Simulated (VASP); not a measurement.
Write the native input for VASP 6.6.1 that does the following.

- Task: single point
- Functional: r2SCAN
- Potentials or basis: VASP PAW PBE potentials, release 64 (Pt)
- Cutoff: 520 eV
- k mesh: 15 × 15 × 1
- Occupations: gaussian, width 0.1 eV
- Spin: no spin polarisation
- Dipole correction: yes
- Further INCAR settings: ALGO = Normal; EDIFF = 1e-06; NBANDS = 33

The system is Pt, a slab with vacuum.

```xyz
5
Lattice="2.7862 0.0000 0.0000 -1.3931 2.4129 0.0000 0.0000 0.0000 24.0996" Properties=species:S:1:pos:R:3 pbc="T T T"
Pt    1.3931    0.8043    7.4987
Pt    0.0000    1.6086    9.7991
Pt    0.0000    0.0000   12.0498
Pt    1.3931    0.8043   14.3005
Pt    0.0000    1.6086   16.6008
```

One way to write it, as run:

POSCAR

```
Pt
1.0
    2.7861568203      0.0000000000      0.0000000000
   -1.3930784101      2.4128825853      0.0000000000
    0.0000000000      0.0000000000     24.0995500708
Pt
5
Direct
    0.6666666667      0.3333333333      0.3111560792
    0.3333333333      0.6666666667      0.4066088956
    0.0000000000      0.0000000000      0.4999999954
    0.6666666667      0.3333333333      0.5933911008
    0.3333333333      0.6666666667      0.6888439290
```

INCAR.step1

```
SYSTEM = Pt
ALGO = Normal
DIPOL = 0.5 0.5 0.500
EDIFF = 1E-4
ENCUT = 520
GGA = PE
IDIPOL = 3
ISMEAR = 0
LASPH = .TRUE.
LCHARG = .FALSE.
LDIPOL = .TRUE.
LREAL = .FALSE.
LWAVE = .TRUE.
NBANDS = 33
NELM = 60
PREC = Accurate
SIGMA = 0.1
```

INCAR.step2

```
SYSTEM = Pt
ALGO = Normal
DIPOL = 0.5 0.5 0.500
EDIFF = 1E-6
ENCUT = 520
IDIPOL = 3
ISIF = 2
ISMEAR = 0
ISTART = 1
LASPH = .TRUE.
LCHARG = .TRUE.
LDIPOL = .TRUE.
LELF = .TRUE.
LMIXTAU = .TRUE.
LREAL = .FALSE.
LVACPOTAV = .TRUE.
LVHAR = .TRUE.
LWAVE = .FALSE.
METAGGA = R2SCAN
NBANDS = 33
NELM = 60
PREC = Accurate
SIGMA = 0.1
```

KPOINTS

```
k-points
0
G
  15 15 1
  0 0 0
```

Potentials or basis: VASP PAW PBE potentials, release 64 (Pt).

Launch:

```console
$ cat potpaw_PBE.64/Pt/POTCAR > POTCAR
$ cp INCAR.step1 INCAR
$ mpirun -np 1 vasp_std > vasp.out
$ cp INCAR.step2 INCAR
$ mpirun -np 1 vasp_std > vasp.out
```

Results of the run:

| Quantity | Value |
| --- | --- |
| Largest force | 0.025 eV/Å |
| Band gap on the k mesh | zero (bands 25 and 26 overlap by 1.58 eV) |

Caveat: the PAW data sets were made with another functional, which shifts forces and pressure a little; spin-orbit coupling is left out, which moves the levels of the heavy elements.

Wall time 29 min on 1 thread of Intel Xeon 8259CL, on a shared host, peak memory 0.4 GiB.
